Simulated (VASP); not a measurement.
# Al32H in VASP: notebook

Runs on Al32H. Level: PBE+D3(BJ). Tasks: single point.

Everything below comes from runs of VASP 6.6.1. Logs are shortened: lines on timing, memory, paths and dates and some standing lists are left out, and cuts for length are marked.

## 1. The cell of the first run

The cell holds a slab with vacuum, 33 atoms: a = 5.629 Å, b = 5.629 Å, c = 33.555 Å, α = 90.00°, β = 90.00°, γ = 120.00°.

## 2. Single point, PBE+D3(BJ)

The input, INCAR:

```
SYSTEM = Al32H
  PREC = Accurate
  ENCUT = 520
  EDIFF = 1E-6
  ISMEAR = 0
  SIGMA = 0.1
  LREAL = Auto
  LASPH = .TRUE.
  NELM = 100
  ALGO = Normal
  ISIF = 2
  LWAVE = .FALSE.
  LCHARG = .FALSE.
  LDIPOL = .TRUE.
  IDIPOL = 3
  DIPOL = 0.5 0.5 0.371
  GGA = PE
  IVDW = 12
  NBANDS = 70
```

The input, KPOINTS:

```
Automatic mesh
0
G
  6 6 1
  0 0 0
```

The input, POSCAR:

```
Al32H
1.0
    5.6288445222      0.0000000000      0.0000000000
   -2.8144222611      4.8747223502      0.0000000000
    0.0000000000      0.0000000000     33.5549453352
Al H
32 1
Direct
    0.1666666667      0.3333333333      0.1192074658
    0.1666666667      0.8333333333      0.1192074658
    0.6666666667      0.3333333333      0.1192074658
    0.6666666667      0.8333333333      0.1192074658
    0.0000000000      0.0000000000      0.1880575786
    0.0000000000      0.5000000000      0.1880575786
    0.5000000000      0.0000000000      0.1880575786
    0.5000000000      0.5000000000      0.1880575786
    0.3333333333      0.1666666667      0.2569076914
    0.3333333333      0.6666666667      0.2569076914
    0.8333333333      0.1666666667      0.2569076914
    0.8333333333      0.6666666667      0.2569076914
    0.0000000000      0.0000000000      0.3257578042
    0.0000000000      0.5000000000      0.3257578042
    0.5000000000      0.0000000000      0.3257578042
    0.5000000000      0.5000000000      0.3257578042
    0.1666666667      0.3333333333      0.3941383343
    0.1666666667      0.8333333333      0.3941383343
    0.6666666667      0.3333333333      0.3941383343
    0.6666666667      0.8333333333      0.3941383343
    0.0000000000      0.0000000000      0.4632563468
    0.0000000000      0.5000000000      0.4632563468
    0.5000000000      0.0000000000      0.4632563468
    0.5000000000      0.5000000000      0.4632563468
    0.3333333333      0.1666666667      0.5326957441
    0.3333333333      0.6666666667      0.5326957441
    0.8333333333      0.1666666667      0.5326957441
    0.8333333333      0.6666666667      0.5326957441
    0.0000000000      0.0000000000      0.6036351761
    0.0000000000      0.5000000000      0.6036351761
    0.5000000000      0.0000000000      0.6036351761
    0.5000000000      0.5000000000      0.6036351761
    0.0000000000      0.0000000000      0.7019813354
```

Potentials or basis: VASP PAW PBE potentials, release 64 (Al, H).

The run is started by

```sh
> cat potpaw_PBE.64/Al/POTCAR potpaw_PBE.64/H/POTCAR > POTCAR
> mpirun -np 1 vasp_std > vasp.out
```

OUTCAR:

```text
SYSTEM = Al32H
   PREC = Accurate
   ENCUT = 520
   EDIFF = 1E-6
   ISMEAR = 0
   LREAL = Auto
   LASPH = .TRUE.
   NELM = 100
   ISIF = 2
   GGA = PE
   IVDW = 12
 IVDW          = 12

 ion  position               nearest neighbor table
   1  0.167  0.333  0.119-   3 2.81   3 2.81   4 2.81   2 2.81   2 2.81   4 2.81   8 2.82   5 2.82
                             6 2.82
   2  0.167  0.833  0.119-   4 2.81   4 2.81   1 2.81   1 2.81   3 2.81   3 2.81   7 2.82   6 2.82
                             5 2.82
   3  0.667  0.333  0.119-   1 2.81   1 2.81   4 2.81   4 2.81   2 2.81   2 2.81   6 2.82   7 2.82
                             8 2.82
   4  0.667  0.833  0.119-   2 2.81   2 2.81   3 2.81   3 2.81   1 2.81   1 2.81   5 2.82   8 2.82
                             7 2.82
   5  0.000  0.000  0.188-   7 2.81   7 2.81   8 2.81   6 2.81   6 2.81   8 2.81   9 2.82   4 2.82
                            12 2.82   1 2.82   2 2.82  11 2.82
   6  0.000  0.500  0.188-   8 2.81   8 2.81   5 2.81   5 2.81   7 2.81   7 2.81  10 2.82   3 2.82
                            11 2.82   2 2.82  12 2.82   1 2.82
   7  0.500  0.000  0.188-   5 2.81   5 2.81   8 2.81   8 2.81   6 2.81   6 2.81  11 2.82   2 2.82
                             3 2.82  10 2.82   9 2.82   4 2.82
   8  0.500  0.500  0.188-   6 2.81   6 2.81   7 2.81   7 2.81   5 2.81   5 2.81  12 2.82   1 2.82
                             4 2.82   9 2.82   3 2.82  10 2.82
   9  0.333  0.167  0.257-  11 2.81  11 2.81  12 2.81  10 2.81  10 2.81  12 2.81  13 2.82   5 2.82
[... 32 lines left out ...]
                            23 2.84  29 2.88  32 2.88  31 2.88
  26  0.333  0.667  0.533-  28 2.81  28 2.81  25 2.81  25 2.81  27 2.81  27 2.81  22 2.84  23 2.84
                            24 2.84  30 2.88  31 2.88  32 2.88
  27  0.833  0.167  0.533-  25 2.81  25 2.81  28 2.81  28 2.81  26 2.81  26 2.81  23 2.84  22 2.84
                            21 2.84  31 2.88  30 2.88  29 2.88
  28  0.833  0.667  0.533-  26 2.81  26 2.81  27 2.81  27 2.81  25 2.81  25 2.81  24 2.84  21 2.84
                            22 2.84  32 2.88  29 2.88  30 2.88
  29  0.000  0.000  0.604-  31 2.81  31 2.81  32 2.81  30 2.81  30 2.81  32 2.81  25 2.88  28 2.88
                            27 2.88
  30  0.000  0.500  0.604-  32 2.81  32 2.81  29 2.81  29 2.81  31 2.81  31 2.81  26 2.88  27 2.88
                            28 2.88
  31  0.500  0.000  0.604-  29 2.81  29 2.81  32 2.81  32 2.81  30 2.81  30 2.81  27 2.88  26 2.88
                            25 2.88
  32  0.500  0.500  0.604-  30 2.81  30 2.81  31 2.81  31 2.81  29 2.81  29 2.81  28 2.88  25 2.88
                            26 2.88
  33  0.000  0.000  0.702-

  LATTYP: Found a hexagonal cell.
 ALAT       =     5.6288445222
 C/A-ratio  =     5.9612492764

  Lattice vectors:

 A1 = (   5.6288445222,   0.0000000000,   0.0000000000)
 A2 = (  -2.8144222611,   4.8747223502,   0.0000000000)
 A3 = (   0.0000000000,   0.0000000000,  33.5549453352)

Analysis of symmetry for initial positions (statically):
=====================================================================
 Subroutine PRICEL returns:
 Original cell was already a primitive cell.

 Routine SETGRP: Setting up the symmetry group for a
 hexagonal supercell.

 Subroutine GETGRP returns: Found  6 space group operations
 (whereof  6 operations were pure point group operations)
 out of a pool of 24 trial point group operations.

The static configuration has the point symmetry C_3v.

Analysis of symmetry for dynamics (positions and initial velocities):
=====================================================================
 Subroutine PRICEL returns:
 Original cell was already a primitive cell.

 Routine SETGRP: Setting up the symmetry group for a
 hexagonal supercell.

 Subroutine GETGRP returns: Found  6 space group operations
 (whereof  6 operations were pure point group operations)
 out of a pool of 24 trial point group operations.

The dynamic configuration has the point symmetry C_3v.

 Subroutine INISYM returns: Found  6 space group operations
 (whereof  6 operations are pure point group operations),
 and found     1 'primitive' translations

----------------------------------------------------------------------------------------

                                     Primitive cell

  volume of cell :     920.7160

  direct lattice vectors                    reciprocal lattice vectors
     5.628844522  0.000000000  0.000000000     0.177656355  0.102569944  0.000000000
    -2.814422261  4.874722350  0.000000000     0.000000000  0.205139889  0.000000000
[... 90 lines left out ...]

  Length of vectors
     0.034189981  0.034189981  0.029801866

  Shift w.r.t. Gamma in fractional coordinates (k-lattice)
     0.000000000  0.000000000  0.000000000

 Subroutine IBZKPT returns following result:
 ===========================================

 Found      7 irreducible k-points:

 Following reciprocal coordinates:
            Coordinates               Weight
  0.000000  0.000000  0.000000      1.000000
  0.166667  0.000000  0.000000      6.000000
  0.333333  0.000000  0.000000      6.000000
  0.500000  0.000000  0.000000      3.000000
  0.166667  0.166667  0.000000      6.000000
  0.333333  0.166667  0.000000     12.000000
  0.333333  0.333333  0.000000      2.000000
   k-points           NKPTS =      7   k-points in BZ     NKDIM =      7   number of bands    NBANDS=     70
   number of dos      NEDOS =    301   number of ions     NIONS =     33
   total plane-waves  NPLWV = 441000
   dimension x,y,z NGX =    42 NGY =   42 NGZ =  250
   dimension x,y,z NGXF=    84 NGYF=   84 NGZF=  500
   ions per type =              32   1
   NGX,Y,Z   is equivalent  to a cutoff of  12.40, 12.40, 12.39 a.u.
   NGXF,Y,Z  is equivalent  to a cutoff of  24.81, 24.81, 24.77 a.u.
 SYSTEM =  Al32H
   PREC   = accura    normal or accurate (medium, high low for compatibility)
   ISTART =      0    job   : 0-new  1-cont  2-samecut
   ICHARG =      2    charge: 1-file 2-atom 10-const
   ISPIN  =      1    spin polarized calculation?
   LNONCOLLINEAR =      F non collinear calculations
   LSORBIT =      F    spin-orbit coupling
   LASPH  =      T    aspherical Exc in radial PAW
   ENCUT  =  520.0 eV  38.22 Ry    6.18 a.u.  10.47 10.47 62.39*2*pi/ulx,y,z
   NELM   =    100;   NELMIN=  2; NELMDL= -5     # of ELM steps
   EDIFF  = 0.1E-05   stopping-criterion for ELM
   LREAL  =      T    real-space projection
   EDIFFG = 0.1E-04   stopping-criterion for IOM
   NSW    =      0    number of steps for IOM
   IBRION =     -1    ionic relax: 0-MD 1-quasi-New 2-CG
   NFREE  =      0    steps in history (QN), initial steepest desc. (CG)
   ISIF   =      2    stress and relaxation
   ISYM   =      2    0-nonsym 1-usesym 2-fastsym
   POTIM  = 0.5000    time-step for ionic-motion
   TEBEG  =    0.0;   TEEND  =   0.0 temperature during run
   PSTRESS=    0.0 pullay stress
   NELECT =      97.0000    total number of electrons
   NUPDOWN=      -1.0000    fix difference up-down
   EMIN   =  10.00;   EMAX   =-10.00  energy-range for DOS
   EFERMI =   0.00;   METHOD = LEGACY
   ISMEAR =     0;   SIGMA  =   0.10  broadening in eV -4-tet -1-fermi 0-gaus
   EFERMI_NEDOS =   21; number of points for ismear=-14 and -15
   IALGO  =     38    algorithm
   IMIX   =      4    mixing-type and parameters
     AMIX     =   0.40;   BMIX     =  1.00
     AMIX_MAG =   1.60;   BMIX_MAG =  1.00
  volume/ion in A,a.u.               =      27.90       188.28
  Fermi-wavevector in a.u.,A,eV,Ry     =   0.773197  1.461131  8.134021  0.597834
  Thomas-Fermi vector in A             =   1.874990
   LORBIT       =      0    0 simple, 1 ext, 2 COOP (PROOUT), +10 PAW based schemes
   GGA     = PE    functional components
   LHFCALC =     F    Hartree Fock is set to
   AEXX    =    0.0000 exact exchange contribution
   IVDW    =    12    specifies the selected vdW correction
   LEPSILON=     F    determine dielectric tensor
   LRPA    =     F    only Hartree local field effects (RPA)
 non-spin polarized calculation
 Gauss-broadening in eV      SIGMA  =   0.10
  energy-cutoff  :      520.00
  volume of cell :      920.72
 maximum number of plane-waves:     24893
 NGX is ok and might be reduce to    42
   NGX = 21   NGY = 21   NGZ =125

 dipolmoment           0.000000      0.000000     -0.008490 electrons x Angstroem

 number of electron      97.0000000 magnetization

 dipolmoment           0.000000      0.000000      0.310674 electrons x Angstroem

 Free energy of the ion-electron system (eV)
  ---------------------------------------------------
  ext. energy  EPLUGINS =         0.00000000
  ---------------------------------------------------
  free energy    TOTEN  =      -117.40286611 eV

  energy without entropy =     -117.34668994  energy(sigma->0) =     -117.37477802

 E-fermi :   2.4178     XC(G=0):  -6.4474

 val. band max:        2.3662614892   @ k =   0.3333   0.1667   0.0000
 cond. band min:       2.4184788967   @ k =   0.1667   0.0000   0.0000
 fundamental gap:      0.0522174074
 Fermi energy:         2.4178211847

 k-point     1 :       0.0000    0.0000    0.0000
  band No.  band energies     occupation
      1      -8.8142      2.00000
      2      -8.4970      2.00000
      3      -8.0151      2.00000
      4      -7.3346      2.00000
      5      -6.5026      2.00000
      6      -5.4895      2.00000
[... 430 lines left out ...]
     59       5.0664      0.00000
     60       5.1049      0.00000
 [bands above 60 left out]

------------------------ aborting loop because EDIFF is reached ----------------------------------------

 vacuum level on the upper side and lower side of the slab       (xc-potential included)         0.728        -1.324

 Edisp (eV)   -9.82133

 E8    (eV) :    -4.4587

  FORCE on cell =-STRESS in cart. coord.  units (eV):
  Direction    XX          YY          ZZ          XY          YZ          ZX
  --------------------------------------------------------------------------------------
  -------------------------------------------------------------------------------------
  Total      -4.16831    -4.16831    -2.48207    -0.00000     0.00000     0.00000
  in kB      -7.25346    -7.25346    -4.31916    -0.00000     0.00000     0.00000
  external pressure =       -6.28 kB  Pullay stress =        0.00 kB

 VOLUME and BASIS-vectors are now :
 -----------------------------------------------------------------------------
  energy-cutoff  :      520.00
  volume of cell :      920.72
      direct lattice vectors                 reciprocal lattice vectors
     5.628844522  0.000000000  0.000000000     0.177656355  0.102569944  0.000000000
    -2.814422261  4.874722350  0.000000000     0.000000000  0.205139889  0.000000000
     0.000000000  0.000000000 33.554945335     0.000000000  0.000000000  0.029801866

 POSITION                                       TOTAL-FORCE (eV/Angst)
 -----------------------------------------------------------------------------------
      0.00000      1.62491      4.00000        -0.000000      0.007142     -0.093361
     -1.40721      4.06227      4.00000         0.006185     -0.003571     -0.093361
      2.81442      1.62491      4.00000         0.000000     -0.000000     -0.095655
      1.40721      4.06227      4.00000        -0.006185     -0.003571     -0.093361
      0.00000      0.00000      6.31026         0.000000     -0.000000      0.084595
     -1.40721      2.43736      6.31026        -0.002260     -0.001305      0.079110
[... 25 lines left out ...]
      1.40721      2.43736     20.25495        -0.004416      0.002550      0.059930
      0.00000      0.00000     23.55495         0.000000     -0.000000     -0.801946
 -----------------------------------------------------------------------------------
    total drift:                               -0.000000      0.000000      0.017581

  FREE ENERGIE OF THE ION-ELECTRON SYSTEM (eV)
  ---------------------------------------------------
  free  energy   TOTEN  =      -127.2241916678 eV

  energy  without entropy=     -127.1680154945  energy(sigma->0) =     -127.19610358

 vacuum level on the upper side and lower side of the slab         8.298         6.214
```

Wall time 18 min (1 thread of Intel Xeon 6975P-C (Granite Rapids), shared host); peak memory 0.94 GiB.

What came out:

```yaml
Free_energy: -127.2242 eV
Largest_force: 0.802 eV/Å
Band_gap_on_the_k_mesh: zero (an odd number of electrons rules out a gap without spin polarisation)
Dispersion_energy_per_atom: -0.298 eV
```

Forces on the atoms (eV/Å):
```
Al   0.000  0.007 -0.093
Al   0.006 -0.004 -0.093
Al   0.000  0.000 -0.096
Al  -0.006 -0.004 -0.093
Al   0.000  0.000  0.085
Al  -0.002 -0.001  0.079
Al   0.000  0.003  0.079
Al   0.002 -0.001  0.079
Al  -0.003 -0.002  0.014
Al   0.000  0.000  0.010
Al   0.003 -0.002  0.014
Al   0.000  0.003  0.014
Al   0.000  0.000  0.018
Al  -0.005 -0.003  0.001
Al   0.000  0.006  0.001
Al   0.005 -0.003  0.001
Al   0.000 -0.017  0.017
Al  -0.015  0.009  0.017
Al   0.000  0.000  0.037
Al   0.015  0.009  0.017
Al   0.000  0.000 -0.035
Al  -0.017 -0.010  0.010
Al   0.000  0.019  0.010
Al   0.017 -0.010  0.010
Al  -0.011 -0.006 -0.024
Al   0.000  0.000 -0.045
Al   0.011 -0.006 -0.024
Al   0.000  0.013 -0.024
Al   0.000  0.000  0.639
Al   0.004  0.003  0.060
Al   0.000 -0.005  0.060
Al  -0.004  0.003  0.060
H    0.000  0.000 -0.802
```

## 3. Single point, PBE+D3(BJ)

The input, INCAR:

```
ALGO = Normal ; DIPOL = 0.5 0.5 0.371
EDIFF = 1E-6 ; ENCUT = 520
GGA = PE ; IDIPOL = 3
ISIF = 2 ; ISMEAR = 0
IVDW = 12 ; LASPH = T
LCHARG = F ; LDIPOL = T
LREAL = Auto ; LWAVE = F
NBANDS = 70 ; NELM = 60
PREC = Accurate ; SIGMA = 0.1
```

The input, KPOINTS:

```
k-points
0
Gamma
  6 6 1
```

Changes to POSCAR since step 2:

```diff
@@ -40,2 +40,2 @@
     0.5000000000      0.5000000000      0.6036351761
-    0.0000000000      0.0000000000      0.7019813354
+    0.1666666667      0.3333333333      0.7019813354
```

Potentials or basis: VASP PAW PBE potentials, release 64 (Al, H).

The run is started by

```sh
> cat potpaw_PBE.64/Al/POTCAR potpaw_PBE.64/H/POTCAR > POTCAR
> mpirun -np 1 vasp_std > vasp.out
```

It took 16 min on 1 thread of Intel Xeon 6975P-C (Granite Rapids), shared host; peak memory 0.95 GiB.

Results (log left out):

| Item | Value |
| --- | --- |
| Free energy | -127.1855 eV |
| Largest force | 0.713 eV/Å |
| Band gap on the k mesh | zero (an odd number of electrons rules out a gap without spin polarisation) |
| Dispersion energy per atom | -0.298 eV |

Forces in eV/Å, atoms in the order of the input:
```
Al   0.000  0.000 -0.087
Al  -0.002 -0.001 -0.096
Al   0.000  0.002 -0.096
Al   0.002 -0.001 -0.096
Al   0.000  0.001  0.083
Al   0.001  0.000  0.083
Al   0.000  0.000  0.075
Al  -0.001  0.000  0.083
Al   0.001 -0.001  0.017
Al   0.000  0.001  0.017
Al  -0.001 -0.001  0.017
Al   0.000  0.000 -0.003
Al   0.000  0.002  0.006
Al   0.002 -0.001  0.006
Al   0.000  0.000 -0.006
Al  -0.002 -0.001  0.006
Al   0.000  0.000  0.009
Al  -0.001  0.000  0.028
Al   0.000  0.001  0.028
Al   0.001  0.000  0.028
Al   0.000  0.017 -0.013
Al   0.015 -0.009 -0.013
Al   0.000  0.000  0.035
Al  -0.015 -0.009 -0.013
Al  -0.006  0.003 -0.031
Al   0.000 -0.006 -0.031
Al   0.006  0.003 -0.031
Al   0.000  0.000 -0.025
Al   0.000  0.029  0.230
Al   0.025 -0.014  0.230
Al   0.000  0.000  0.045
Al  -0.025 -0.014  0.230
H    0.000  0.000 -0.713
```

Levels at points of the mesh, in eV from the Fermi level:
```tsv
k point	band 44	band 45	band 46	band 47	band 48	band 49	band 50	band 51	band 52	band 53
(0.00, 0.00, 0.00)	-1.72	-1.72	-1.72	-0.81	-0.75	-0.75	-0.74	-0.59	-0.58	-0.58
(0.50, 0.00, 0.00)	-0.28	-0.18	-0.18	-0.10	0.07	0.07	0.42	0.46	0.62	0.62
```

## 4. Single point, PBE+D3(BJ)

The input, INCAR:

```
PREC = Accurate
ENCUT = 520
EDIFF = 1E-6
ISMEAR = 0
SIGMA = 0.1
LREAL = Auto
LASPH = T
NELM = 100
ALGO = Normal
ISIF = 2
LWAVE = F
LCHARG = F
LDIPOL = T
IDIPOL = 3
DIPOL = 0.5 0.5 0.371
GGA = PE
IVDW = 12
NBANDS = 70
```

The input, KPOINTS:

```
Automatic mesh
0
Gamma
  6 6 1
```

Changes to POSCAR since step 3:

```diff
@@ -40,2 +40,2 @@
     0.5000000000      0.5000000000      0.6036351761
-    0.1666666667      0.3333333333      0.7019813354
+    0.3333333333      0.1666666667      0.7019813354
```

The run is started by

```sh
> cat potpaw_PBE.64/Al/POTCAR potpaw_PBE.64/H/POTCAR > POTCAR
> mpirun -np 1 vasp_std > vasp.out
```

Wall time 15 min (1 thread of Intel Xeon 6975P-C (Granite Rapids), shared host); peak memory 0.95 GiB.

The run converged. Its results:

```
Free energy                : -127.1858 eV
Largest force              : 0.710 eV/Å
Band gap on the k mesh     : zero (an odd number of electrons rules out a gap without spin polarisation)
Dispersion energy per atom : -0.298 eV
```

Forces on the atoms (eV/Å):
```
Al  -0.008  0.005 -0.092
Al   0.000 -0.010 -0.092
Al   0.008  0.005 -0.092
Al   0.000  0.000 -0.099
Al  -0.002 -0.001  0.082
Al   0.000  0.000  0.076
Al   0.002 -0.001  0.082
Al   0.000  0.002  0.082
Al   0.000  0.000  0.027
Al   0.003  0.002  0.009
Al   0.000 -0.004  0.009
Al  -0.003  0.002  0.009
Al   0.014  0.008  0.006
Al   0.000  0.000 -0.003
Al  -0.014  0.008  0.006
Al   0.000 -0.016  0.006
Al   0.012 -0.007  0.020
Al   0.000  0.014  0.020
Al  -0.012 -0.007  0.020
Al   0.000  0.000  0.027
Al   0.022  0.013 -0.003
Al   0.000  0.000  0.008
Al  -0.022  0.013 -0.003
Al   0.000 -0.026 -0.003
Al   0.000  0.000 -0.005
Al  -0.011 -0.006 -0.042
Al   0.000  0.012 -0.042
Al   0.011 -0.006 -0.042
Al   0.045  0.026  0.238
Al   0.000  0.000  0.032
Al  -0.045  0.026  0.238
Al   0.000 -0.051  0.238
H    0.000  0.000 -0.710
```

Levels at points of the mesh, in eV from the Fermi level:
```csv
k point,band 46,band 47,band 48,band 49,band 50,band 51
"(0.00, 0.00, 0.00)",-1.71,-0.80,-0.76,-0.75,-0.75,-0.59
"(0.50, 0.00, 0.00)",-0.18,-0.08,0.07,0.07,0.43,0.44
```

## 5. Overview

```tsv
cell	gap on the mesh (eV)	largest force (eV/Å)
as given, atomic positions A	none	0.80
as given, atomic positions B	none	0.71
as given, atomic positions C	none	0.71
```

Alike in all rows: task single point; level PBE+D3(BJ); potentials or basis VASP PAW PBE potentials, release 64 (Al, H); no spin polarisation; k mesh 6 × 6 × 1; cutoff (eV) 520; smearing gaussian 0.1 eV.

Absolute energies hang on the potentials; compare differences alone.

The gap in the log of VASP goes by the Fermi energy; the results here count the filled bands.